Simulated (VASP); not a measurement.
# Pd (Fd-3m) in VASP: a series of runs, part 2 of 2

VASP 6.6.1. Earlier steps stand in the parts before.

## (4) Relaxation of cell and atoms, r2SCAN

This run uses another cell than the first one, of 19.86 Å³/atom.

File POSCAR:

```
Pd
1.0
    0.0000000000      2.7082278367      2.7082278367
    2.7082278367      0.0000000000      2.7082278367
    2.7082278367      2.7082278367      0.0000000000
Pd
2
Direct
    0.1250000000      0.1250000000      0.1250000000
    0.8750000000      0.8750000000      0.8750000000
```

File INCAR.step1:

```
PREC = Accurate
ENCUT = 600
ISMEAR = -1
SIGMA = 0.1
LREAL = False
LASPH = True
NELM = 60
GGA = PE
ALGO = Normal
EDIFF = 1E-4
LWAVE = True
LCHARG = False
```

File INCAR.step2:

```
PREC = Accurate
ENCUT = 600
EDIFF = 1E-6
ISMEAR = -1
SIGMA = 0.1
LREAL = False
LASPH = True
NELM = 60
ALGO = Normal
ISIF = 3
LWAVE = False
LCHARG = False
METAGGA = R2SCAN
LMIXTAU = True
IBRION = 2
NSW = 80
EDIFFG = -0.01
ISTART = 1
```

File KPOINTS:

```
regular mesh
0
Gamma
  10 10 10
```

Potentials or basis: VASP PAW PBE potentials, release 64 (Pd).

The run is started by

```console
cat potpaw_PBE.64/Pd/POTCAR > POTCAR
cp INCAR.step1 INCAR
mpirun -np 1 vasp_std > vasp.out
cp INCAR.step2 INCAR
mpirun -np 1 vasp_std > vasp.out
```

OUTCAR:

```text
PREC = Accurate
   ENCUT = 600
   EDIFF = 1E-6
   ISMEAR = -1
   LREAL = False
   LASPH = True
   NELM = 60
   ISIF = 3
   METAGGA = R2SCAN
   IBRION = 2
   NSW = 80
   EDIFFG = -0.01
   ISTART = 1

 ion  position               nearest neighbor table
   1  0.125  0.125  0.125-   2 2.35   2 2.35   2 2.35   2 2.35
   2  0.875  0.875  0.875-   1 2.35   1 2.35   1 2.35   1 2.35

  LATTYP: Found a face centered cubic cell.
 ALAT       =     5.4164556734

  Lattice vectors:

 A1 = (   0.0000000000,   2.7082278367,   2.7082278367)
 A2 = (   2.7082278367,   0.0000000000,   2.7082278367)
 A3 = (   2.7082278367,   2.7082278367,   0.0000000000)

Analysis of symmetry for initial positions (statically):
=====================================================================
 Subroutine PRICEL returns:
 Original cell was already a primitive cell.

 Routine SETGRP: Setting up the symmetry group for a
 face centered cubic supercell.

 Subroutine GETGRP returns: Found 48 space group operations
 (whereof 12 operations were pure point group operations)
 out of a pool of 48 trial point group operations.

The static configuration has the point symmetry D_3d.
 The point group associated with its full space group is O_h .

Analysis of symmetry for dynamics (positions and initial velocities):
=====================================================================
 Subroutine PRICEL returns:
 Original cell was already a primitive cell.

 Routine SETGRP: Setting up the symmetry group for a
 face centered cubic supercell.

 Subroutine GETGRP returns: Found 48 space group operations
 (whereof 12 operations were pure point group operations)
 out of a pool of 48 trial point group operations.

The dynamic configuration has the point symmetry D_3d.
 The point group associated with its full space group is O_h .

 Subroutine INISYM returns: Found 48 space group operations
 (whereof 12 operations are pure point group operations),
 and found     1 'primitive' translations

----------------------------------------------------------------------------------------

                                     Primitive cell

  volume of cell :      39.7270

  direct lattice vectors                    reciprocal lattice vectors
     0.000000000  2.708227837  2.708227837    -0.184622576  0.184622576  0.184622576
     2.708227837  0.000000000  2.708227837     0.184622576 -0.184622576  0.184622576
     2.708227837  2.708227837  0.000000000     0.184622576  0.184622576 -0.184622576

  length of vectors
     3.830012537  3.830012537  3.830012537     0.319775682  0.319775682  0.319775682

  position of ions in fractional coordinates (direct lattice)
     0.125000000  0.125000000  0.125000000
     0.875000000  0.875000000  0.875000000

  ion indices of the primitive-cell ions
   primitive index   ion index
                 1           1
                 2           2

----------------------------------------------------------------------------------------

 KPOINTS: regular mesh

Automatic generation of k-mesh.
 Grid dimensions read from file:
 generate k-points for:   10   10   10

 Generating k-lattice:

  Cartesian coordinates                     Fractional coordinates (reciprocal lattice)
    -0.018462258  0.018462258  0.018462258     0.100000000  0.000000000  0.000000000
[... 47 lines left out ...]
   NGX,Y,Z   is equivalent  to a cutoff of  13.89, 13.89, 13.89 a.u.
   NGXF,Y,Z  is equivalent  to a cutoff of  27.78, 27.78, 27.78 a.u.
 SYSTEM =  unknown system
   PREC   = accura    normal or accurate (medium, high low for compatibility)
   ISTART =      1    job   : 0-new  1-cont  2-samecut
   ICHARG =      0    charge: 1-file 2-atom 10-const
   ISPIN  =      1    spin polarized calculation?
   LNONCOLLINEAR =      F non collinear calculations
   LSORBIT =      F    spin-orbit coupling
   LASPH  =      T    aspherical Exc in radial PAW
   ENCUT  =  600.0 eV  44.10 Ry    6.64 a.u.   7.65  7.65  7.65*2*pi/ulx,y,z
   NELM   =     60;   NELMIN=  2; NELMDL=  0     # of ELM steps
   EDIFF  = 0.1E-05   stopping-criterion for ELM
   LREAL  =      F    real-space projection
   EDIFFG = -.1E-01   stopping-criterion for IOM
   NSW    =     80    number of steps for IOM
   IBRION =      2    ionic relax: 0-MD 1-quasi-New 2-CG
   NFREE  =      1    steps in history (QN), initial steepest desc. (CG)
   ISIF   =      3    stress and relaxation
   ISYM   =      2    0-nonsym 1-usesym 2-fastsym
   POTIM  = 0.5000    time-step for ionic-motion
   TEBEG  =    0.0;   TEEND  =   0.0 temperature during run
   PSTRESS=    0.0 pullay stress
   NELECT =      20.0000    total number of electrons
   NUPDOWN=      -1.0000    fix difference up-down
   EMIN   =  10.00;   EMAX   =-10.00  energy-range for DOS
   EFERMI =   0.00;   METHOD = LEGACY
   ISMEAR =    -1;   SIGMA  =   0.10  broadening in eV -4-tet -1-fermi 0-gaus
   EFERMI_NEDOS =   21; number of points for ismear=-14 and -15
   IALGO  =     38    algorithm
   IMIX   =      4    mixing-type and parameters
     AMIX     =   0.40;   BMIX     =  1.00
     AMIX_MAG =   1.60;   BMIX_MAG =  1.00
  volume/ion in A,a.u.               =      19.86       134.05
  Fermi-wavevector in a.u.,A,eV,Ry     =   1.302336  2.461058 23.076548  1.696078
  Thomas-Fermi vector in A             =   2.433411
   LORBIT       =      0    0 simple, 1 ext, 2 COOP (PROOUT), +10 PAW based schemes
   METAGGA = R2SCAN    functional components
   LHFCALC =     F    Hartree Fock is set to
   AEXX    =    0.0000 exact exchange contribution
   IVDW    =     0    specifies the selected vdW correction
   LEPSILON=     F    determine dielectric tensor
   LRPA    =     F    only Hartree local field effects (RPA)
 conjugate gradient relaxation of ions
 non-spin polarized calculation
  energy-cutoff  :      600.00
  volume of cell :       39.73
 maximum number of plane-waves:      1363
   NGX = 15   NGY = 15   NGZ = 15

--------------------------------------- Ionic step        1  -------------------------------------------

 number of electron      19.9999998 magnetization

 Free energy of the ion-electron system (eV)
  ---------------------------------------------------
  ext. energy  EPLUGINS =         0.00000000
  ---------------------------------------------------
  free energy    TOTEN  =       -43.16256015 eV

  energy without entropy =      -43.00996431  energy(sigma->0) =      -43.08626223

------------------------ aborting loop because EDIFF is reached ----------------------------------------

  FORCE on cell =-STRESS in cart. coord.  units (eV):
  Direction    XX          YY          ZZ          XY          YZ          ZX
  --------------------------------------------------------------------------------------
  -------------------------------------------------------------------------------------
  Total        5.2457869      5.2457869      5.2457869      0.0000000     -0.0000000     -0.0000000
  in kB      211.5610139    211.5610139    211.5610139      0.0000000     -0.0000000     -0.0000000
  external PRESSURE =     211.5610139 kB  Pullay stress =       0.0000000 kB
[... 23 lines left out ...]
--------------------------------------- Ionic step        2  -------------------------------------------

 number of electron      20.0000007 magnetization

 E-fermi :   2.4307     XC(G=0):  -9.6730

 val. band max:        2.4270533824   @ k =  -0.3000   0.5000   0.2000
 cond. band min:       2.4367544261   @ k =  -0.3000   0.4000   0.2000
 fundamental gap:      0.0097010437
 Fermi energy:         2.4307462309

 k-point     1 :       0.0000    0.0000    0.0000
  band No.  band energies     occupation
      1      -1.3207      2.00000
      2      -0.3213      2.00000
      3      -0.3213      2.00000
      4      -0.2581      2.00000
      5      -0.2581      2.00000
      6      -0.2581      2.00000
      7       1.3571      1.99996
      8       1.3571      1.99996
      9       1.3571      1.99996
     10       2.1960      1.82542
     11       2.1960      1.82542
     12      13.2971      0.00000
     13      13.2971      0.00000
     14      13.2971      0.00000
[... 462 lines left out ...]
--------------------------------------- Ionic step        4  -------------------------------------------

 number of electron      19.9999997 magnetization

 Free energy of the ion-electron system (eV)
  ---------------------------------------------------
  ext. energy  EPLUGINS =         0.00000000
  ---------------------------------------------------
  free energy    TOTEN  =       -43.57485451 eV

  energy without entropy =      -43.40589737  energy(sigma->0) =      -43.49037594

 E-fermi :   4.1703     XC(G=0): -10.7087

 val. band max:        4.1562406488   @ k =   0.2000   0.2000   0.0000
 cond. band min:       4.1734516089   @ k =   0.4000   0.2000   0.1000
 fundamental gap:      0.0172109601
 Fermi energy:         4.1702524173

 k-point     1 :       0.0000    0.0000    0.0000
  band No.  band energies     occupation
      1      -0.5094      2.00000
      2       0.5508      2.00000
      3       0.5508      2.00000
      4       0.7064      2.00000
      5       0.7064      2.00000
      6       0.7064      2.00000
      7       2.7541      2.00000
      8       2.7541      2.00000
      9       2.7541      2.00000
     10       3.9490      1.80268
     11       3.9490      1.80268
     12      16.4797      0.00000
     13      16.4797      0.00000
     14      16.4797      0.00000
[... 420 lines left out ...]
  FREE ENERGIE OF THE ION-ELECTRON SYSTEM (eV)
  ---------------------------------------------------
  free  energy   TOTEN  =       -43.5748545122 eV

  energy  without entropy=      -43.4058973692  energy(sigma->0) =      -43.49037594

 reached required accuracy - stopping structural energy minimisation
```

OSZICAR.step1:

```text
N       E                     dE             d eps       ncg     rms          rms(c)
DAV:   1     0.114872320592E+03    0.11487E+03   -0.11208E+04  1316   0.152E+03
DAV:   2    -0.573080066176E+01   -0.12060E+03   -0.11420E+03  1424   0.284E+02
DAV:   3    -0.798397488534E+01   -0.22532E+01   -0.22158E+01  1550   0.428E+01
DAV:   4    -0.800352584474E+01   -0.19551E-01   -0.19546E-01  1412   0.374E+00
DAV:   5    -0.800390114294E+01   -0.37530E-03   -0.37530E-03  1508   0.597E-01    0.116E+01
DAV:   6    -0.775181240365E+01    0.25209E+00   -0.11156E+00  1430   0.965E+00    0.699E+00
DAV:   7    -0.772555919268E+01    0.26253E-01   -0.31759E-02  1388   0.171E+00    0.354E+00
DAV:   8    -0.771705683857E+01    0.85024E-02   -0.50749E-03  1454   0.685E-01    0.620E-02
DAV:   9    -0.771710219911E+01   -0.45361E-04   -0.12086E-04  1106   0.952E-02
   1 F= -.77171022E+01 E0= -.76386728E+01  d E =-.156859E+00
```

It took 6.7 min on 1 thread of Intel Xeon 8259CL, shared host; peak memory 0.21 GiB.

Results:

- Free energy: -43.5749 eV
- Relaxed volume: 23.63 Å³/atom
- Relaxed cell: a = 4.058 Å, b = 4.058 Å, c = 4.058 Å, α = 60.00°, β = 60.00°, γ = 60.00°
- Space group after relaxing (to 0.1 Å): Fd-3m (No. 227)
- Energy gained by relaxing: 206.1 meV/atom
- Ionic steps: 4
- Pressure after relaxing: 0.0 GPa
- Band gap on the k mesh: zero (bands 10 and 11 overlap by 0.38 eV)

Step by step:
```csv
step,energy change (eV),largest force (eV/Å),pressure (GPa),volume (Å³)
1,0.0000,0.0000,21.16,39.73
2,-0.0983,0.0000,-8.55,56.80
3,-0.4121,0.0000,-0.29,47.42
4,-0.4123,0.0000,-0.02,47.26
```

Final structure:
```yaml
crystal:
  lattice:
    - [0.00000, 2.86953, 2.86953]
    - [2.86953, 0.00000, 2.86953]
    - [2.86953, 2.86953, 0.00000]
  atoms:
    - { symbol: Pd, position: [0.12500, 0.12500, 0.12500] }
    - { symbol: Pd, position: [0.87500, 0.87500, 0.87500] }
```

Levels at points of the mesh, in eV from the Fermi level:
| k point | band 8 | band 9 | band 10 | band 11 | band 12 | band 13 |
| --- | --- | --- | --- | --- | --- | --- |
| (0.00, 0.00, 0.00) | -1.42 | -1.42 | -0.22 | -0.22 | 12.31 | 12.31 |
| (0.50, 0.00, 0.00) | -1.12 | -0.37 | -0.37 | 0.03 | 1.43 | 9.04 |
| (0.50, 0.50, 0.00) | -1.98 | -0.17 | -0.17 | 2.10 | 2.10 | 5.12 |

Caveat: the volume moved by over 15 % at a fixed basis, so the end points are rough; the PAW data sets were made with another functional, which shifts forces and pressure a little.

## (5) Single point, r2SCAN, collinear spin (24.52 Å³/atom)

This run uses another cell than the first one, of 24.52 Å³/atom.

File POSCAR:

```
Pd
1.0
    0.0000000000      2.9050998045      2.9050998045
    2.9050998045      0.0000000000      2.9050998045
    2.9050998045      2.9050998045      0.0000000000
Pd
2
Direct
    0.1250000000      0.1250000000      0.1250000000
    0.8750000000      0.8750000000      0.8750000000
```

File INCAR.step1:

```
SYSTEM = Pd
PREC = Accurate
ENCUT = 520
ISMEAR = -1
SIGMA = 0.05
LREAL = .False.
LASPH = .True.
NELM = 150
ISPIN = 2
MAGMOM = -0.52 -0.52
LMAXMIX = 4
NBANDS = 21
GGA = PE
ALGO = Normal
EDIFF = 1E-4
LWAVE = .True.
LCHARG = .False.
```

File INCAR.step2:

```
SYSTEM = Pd
PREC = Accurate
ENCUT = 520
EDIFF = 1E-7
ISMEAR = -1
SIGMA = 0.05
LREAL = .False.
LASPH = .True.
NELM = 150
ALGO = Normal
ISIF = 2
LWAVE = .False.
LCHARG = .True.
ISPIN = 2
MAGMOM = -0.52 -0.52
LORBIT = 11
LMAXMIX = 4
METAGGA = R2SCAN
LMIXTAU = .True.
LELF = .True.
LVHAR = .True.
NBANDS = 21
ISTART = 1
```

File KPOINTS:

```
regular mesh
0
Gamma
  11 11 11
  0 0 0
```

The run is started by

```console
cat potpaw_PBE.64/Pd/POTCAR > POTCAR
cp INCAR.step1 INCAR
mpirun -np 1 vasp_std > vasp.out
cp INCAR.step2 INCAR
mpirun -np 1 vasp_std > vasp.out
```

It took 2.1 min on 1 thread of Intel Xeon 6975P-C (Granite Rapids), shared host; peak memory 0.27 GiB.

Results (log left out):

```
Free energy                                           : -43.5440 eV
Pressure                                              : -2.8 GPa
Net moment                                            : -1.02 μB per cell
Site moments                                          : Pd -0.51 μB
Valence electrons inside the program's atomic spheres : Pd 9.32
```

Levels at points of the mesh, in eV from the Fermi level:
Spin up:
| k point | band 6 | band 7 | band 8 | band 9 | band 10 | band 11 | band 12 | band 13 | band 14 | band 15 |
| --- | --- | --- | --- | --- | --- | --- | --- | --- | --- | --- |
| (0.00, 0.00, 0.00) | -3.20 | -1.19 | -1.19 | -1.19 | -0.11 | -0.11 | 11.96 | 11.96 | 11.96 | 12.39 |
Spin down:
```tsv
k point	band 8	band 9	band 10	band 11	band 12	band 13	band 14	band 15
(0.00, 0.00, 0.00)	-1.73	-1.73	-0.60	-0.60	11.85	11.85	11.85	12.25
```

Caveat: the PAW data sets were made with another functional, which shifts forces and pressure a little.

## (6) Single point, r2SCAN, collinear spin (25.46 Å³/atom)

This run uses another cell than the first one, of 25.46 Å³/atom.

File POSCAR:

```
Pd
1.0
    0.0000000000      2.9418771240      2.9418771240
    2.9418771240      0.0000000000      2.9418771240
    2.9418771240      2.9418771240      0.0000000000
Pd
2
Direct
    0.1250000000      0.1250000000      0.1250000000
    0.8750000000      0.8750000000      0.8750000000
```

File INCAR.step1:

```
PREC = Accurate ; ENCUT = 520
ISMEAR = -1 ; SIGMA = 0.05
LREAL = F ; LASPH = T
NELM = 150 ; ISPIN = 2
MAGMOM = -0.52 -0.52 ; LMAXMIX = 4
NBANDS = 21 ; GGA = PE
ALGO = Normal ; EDIFF = 1E-4
LWAVE = T ; LCHARG = F
```

File INCAR.step2:

```
PREC = Accurate ; ENCUT = 520
EDIFF = 1E-6 ; ISMEAR = -1
SIGMA = 0.05 ; LREAL = F
LASPH = T ; NELM = 150
ALGO = Normal ; ISIF = 2
LWAVE = F ; LCHARG = T
ISPIN = 2 ; MAGMOM = -0.52 -0.52
LORBIT = 11 ; LMAXMIX = 4
METAGGA = R2SCAN ; LMIXTAU = T
LELF = T ; LVHAR = T
NBANDS = 21 ; ISTART = 1
```

File KPOINTS:

```
Automatic mesh
0
Gamma
  11 11 11
```

Potentials or basis: VASP PAW PBE potentials, release 64 (Pd).

The run is started by

```console
cat potpaw_PBE.64/Pd/POTCAR > POTCAR
cp INCAR.step1 INCAR
mpirun -np 1 vasp_std > vasp.out
cp INCAR.step2 INCAR
mpirun -np 1 vasp_std > vasp.out
```

It took 2.1 min on 1 thread of Intel Xeon 6975P-C (Granite Rapids), shared host; peak memory 0.27 GiB.

Results (log left out):

| Item | Value |
| --- | --- |
| Free energy | -43.4988 eV |
| Pressure | -4.9 GPa |
| Net moment | -1.01 μB per cell |
| Site moments | Pd -0.50 μB |
| Valence electrons inside the program's atomic spheres | Pd 9.27 |

Levels at points of the mesh, in eV from the Fermi level:
Spin up:
```csv
k point,band 8,band 9,band 10,band 11,band 12,band 13
"(0.00, 0.00, 0.00)",-1.12,-1.12,-0.12,-0.12,11.66,11.66
```
Spin down:
```
           k point  band 8  band 9  band 10  band 11  band 12  band 13  band 14  band 15
(0.00, 0.00, 0.00)   -1.66   -1.66    -0.60    -0.60    11.55    11.55    11.55    11.98
```

Caveat: the cell stands under tension; the PAW data sets were made with another functional, which shifts forces and pressure a little.

## (7) The runs side by side

| task | spin | cell | k mesh | cutoff (eV) | smearing | gap on the mesh (eV) | pressure (GPa) | moment (μB) |
| --- | --- | --- | --- | --- | --- | --- | --- | --- |
| single point | off | a = 4.215 Å, angles 60.0°, 2 atoms | 11 × 11 × 11 | 520 | fermi-dirac 0.1 eV | none | -6.4 | - |
| single point | off | a = 4.058 Å, angles 60.0°, 2 atoms | 16 × 16 × 16 | 520 | fermi-dirac 0.1 eV | none | 0.0 | - |
| relaxation of cell and atoms | off | relaxed from a = 3.830 Å, angles 60.0°, 2 atoms | 10 × 10 × 10 | 600 | fermi-dirac 0.1 eV | none | 0.0 | - |
| single point | collinear | a = 4.108 Å, angles 60.0°, 2 atoms | 11 × 11 × 11 | 520 | fermi-dirac 0.05 eV | none | -2.8 | 1.02 |
| single point | collinear | a = 4.160 Å, angles 60.0°, 2 atoms | 11 × 11 × 11 | 520 | fermi-dirac 0.05 eV | none | -4.9 | 1.01 |

Alike in all rows: level r2SCAN; potentials or basis VASP PAW PBE potentials, release 64 (Pd).

Caveats: the PAW data sets were made with another functional, which shifts forces and pressure a little; the cell stands under tension (at least some runs); the volume moved by over 15 % at a fixed basis, so the end points are rough (at least some runs).

Total energies depend on the potentials used, so only differences within one code and one set of settings carry meaning.
